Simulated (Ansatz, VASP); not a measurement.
# Two plane-wave programs on O

INCAR

```
PREC = Accurate
ENCUT = 520
EDIFF = 1E-6
ISMEAR = 0
SIGMA = 0.01
LREAL = F
LASPH = T
NELM = 60
ALGO = Normal
ISIF = 2
LWAVE = F
LCHARG = T
LELF = T
LVHAR = T
NBANDS = 20
```

Contents of KPOINTS:

```
regular mesh
0
Gamma
  8 6 10
```

Contents of POSCAR:

```
O
1.0
    4.0422275034      0.0000000000     -0.0510976291
    0.0000000000      4.0261597155      0.0000000000
   -1.0645667235      0.0000000000      2.7914532645
O
4
Direct
    0.3398637733      0.6842021034      0.6702381013
    0.6601362267      0.6842021034      0.8297618987
    0.6601362267      0.3157978966      0.3297618987
    0.3398637733      0.3157978966      0.1702381013
```

Input for Ansatz:

```yaml
crystal:
  lattice:
    - [4.0422275034, 0.0, -0.0510976291]
    - [0.0, 4.0261597155, 0.0]
    - [-1.0645667235, 0.0, 2.7914532645]
  atoms:
    - { symbol: O, position: [0.3398637733, 0.6842021034, 0.6702381013] }
    - { symbol: O, position: [0.6601362267, 0.6842021034, 0.8297618987] }
    - { symbol: O, position: [0.6601362267, 0.3157978966, 0.3297618987] }
    - { symbol: O, position: [0.3398637733, 0.3157978966, 0.1702381013] }
kpoints:
  mp_grid: { grid: [8, 6, 10] }
  band_path:
    path:
      - [0.0, 0.0, 0.0]
      - [0.0, 0.5, 0.0]
      - [0.0, 0.5, 0.5]
      - [0.0, 0.0, 0.5]
      - [-0.5, 0.0, 0.5]
      - [-0.5, 0.5, 0.5]
      - [-0.5, 0.5, 0.0]
      - [-0.5, 0.0, 0.0]
    npoints: 1
hamiltonian:
  xc: lda
scf:
  occupations: { method: fixed }
  n_extra_bands: 5
output:
  forces: true
  stress: true
  eigenvalues: true
  write_density: true
  write_potential: true
  elf: true
  volumetric_format: npy
```

Alike in both runs: task single point; functional LDA; k mesh 8 × 6 × 10; no spin polarisation.

|  | VASP | Ansatz |
| --- | --- | --- |
| version | VASP 6.6.1 | Ansatz 0.2.0 |
| potentials or method | VASP PAW LDA potentials, release 64 (O) | plane waves, PAW |
| plane-wave cutoff (eV) | 520 | 420 |
| occupations | gaussian, width 0.01 eV | fixed |
| valence electrons in the cell | 24 | 24 |

```csv
,VASP,Ansatz,Ansatz less VASP
gap on the k mesh at the Fermi level (eV),0.87,0.87,0.000
pressure (GPa),1.0,-3.7,-4.72
"traceless stress, the component that is largest in VASP (GPa)",7.12,-0.76,-7.880
rms of the force components (eV/Å),0.737,0.321,-0.4159
```

LDA's correlation is that of Perdew and Zunger in VASP and of Perdew and Wang (1992) in Ansatz. Atom by atom the forces differ by 1.014 eV/Å (rms over components).

Noted on VASP's run: the standard files for N, O and F lose accuracy on very short bonds; spin is off for a triplet molecule.
